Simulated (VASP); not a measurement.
C:

```
CELL_PARAMETERS angstrom
0.00000 2.10527 3.52578
1.21552 0.00000 3.52578
1.21552 2.10527 0.00000
ATOMIC_POSITIONS crystal
C 0.16670 0.83330 0.16670
C 0.83330 0.16670 0.83330
```

This cell differs from its parent crystal: volume scaled by 0.97.

```yaml
Program: VASP 6.6.1
Task: relaxation of shape and atoms at fixed volume
Functional: r2SCAN
Potentials_or_basis: VASP PAW PBE potentials, release 64 (C)
Cutoff: 600 eV
k_mesh: 14 × 14 × 14
Occupations: gaussian, width 0.02 eV
Spin: no spin polarisation
```

At the start: pressure 8.9 GPa; volume 9.02 Å³/atom.

Q: Where does the relaxation end?

A: Over 3 steps the energy falls by 7.8 meV/atom; space group Fmmm (No. 69, to 0.05 Å).

The path:
```
step  energy change (eV)  largest force (eV/Å)  pressure (GPa)  volume (Å³)
   1              0.0000                0.0000            8.89        18.04
   2             -0.0148                0.0077           -1.49        18.04
   3             -0.0156                0.0062            0.40        18.04
```

Final structure:
```cif
data_structure
_symmetry_space_group_name_H-M 'P 1'
_symmetry_Int_Tables_number 1
_cell_length_a 4.0569
_cell_length_b 3.6665
_cell_length_c 2.4558
_cell_angle_alpha 80.360
_cell_angle_beta 63.000
_cell_angle_gamma 36.640
_cell_volume 18.04
loop_
_atom_site_label
_atom_site_type_symbol
_atom_site_fract_x
_atom_site_fract_y
_atom_site_fract_z
_atom_site_occupancy
C1 C 0.16670 0.83330 0.16670 1
C2 C 0.83330 0.16670 0.83330 1
```

Caveat: the cell differs from its parent crystal (volume scaled by 0.97); the PAW data sets were made with another functional, which shifts forces and pressure a little.
